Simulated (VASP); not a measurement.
Set up this calculation in VASP 6.6.1, as the native input.

```
Task                   : single point
Functional             : PBEsol
Potentials or basis    : VASP PAW PBE potentials, release 64 (Zn, H)
Cutoff                 : 520 eV
k mesh                 : 3 × 2 × 3
Occupations            : fermi-dirac, width 0.05 eV
Spin                   : no spin polarisation
Dipole correction      : no
Further INCAR settings : ALGO = Normal; EDIFF = 1e-06; NBANDS = 84
```

The structure of Zn12H (a cell with a defect) lies in POSCAR:

```
Zn12H
1.0
    5.3200000000      0.0000000000      0.0000000000
   -3.9900000000      6.9108830000      0.0000000000
    0.0000000000      0.0000000000      4.9369600000
Zn H
12 1
Direct
    0.0811864545      0.0222836937      0.0046182266
    0.1824039274      0.2346588707      0.5640718175
   -0.0228646413      0.3226215811     -0.0088921117
    0.1395932951      0.5412622381      0.4553814493
    0.0140552668      0.7142792028     -0.0638044465
    0.1342299624      0.8675447117      0.4967429349
    0.5539159370     -0.0058313822      0.0095807947
    0.6807963710      0.2169766150      0.4632000259
    0.5527752950      0.3436753306     -0.0214909580
    0.6836773499      0.5478605267      0.4735302696
    0.5328737189      0.6643579409      0.0823381190
    0.7019350398      0.9127053663      0.4638684535
    0.3404211819      0.6104863879      0.7424609476
```

These files were run (other wordings do the same):

INCAR

```
SYSTEM = Zn12H
ALGO = Normal
EDIFF = 1E-6
ENCUT = 520
GGA = PS
ISIF = 2
ISMEAR = -1
LASPH = .TRUE.
LCHARG = .FALSE.
LREAL = .FALSE.
LWAVE = .FALSE.
NBANDS = 84
NELM = 80
PREC = Accurate
SIGMA = 0.05
```

KPOINTS

```
k-points
0
G
  3 2 3
  0 0 0
```

Potentials or basis: VASP PAW PBE potentials, release 64 (Zn, H).

Command:

```console
$ cat potpaw_PBE.64/Zn/POTCAR potpaw_PBE.64/H/POTCAR > POTCAR
$ mpirun -np 1 vasp_std > vasp.out
```

It gave:

```json
{
  "Pressure": "2.1 GPa",
  "Largest force": "1.663 eV/Å"
}
```

Caveat: the k points lie up to 0.45 Å⁻¹ apart; the PAW data sets were made with another functional, which shifts forces and pressure a little.

It took 110 s on 1 thread of AMD EPYC 9R45 96-Core Processor (Zen 5) (shared host), peak memory 0.31 GiB.
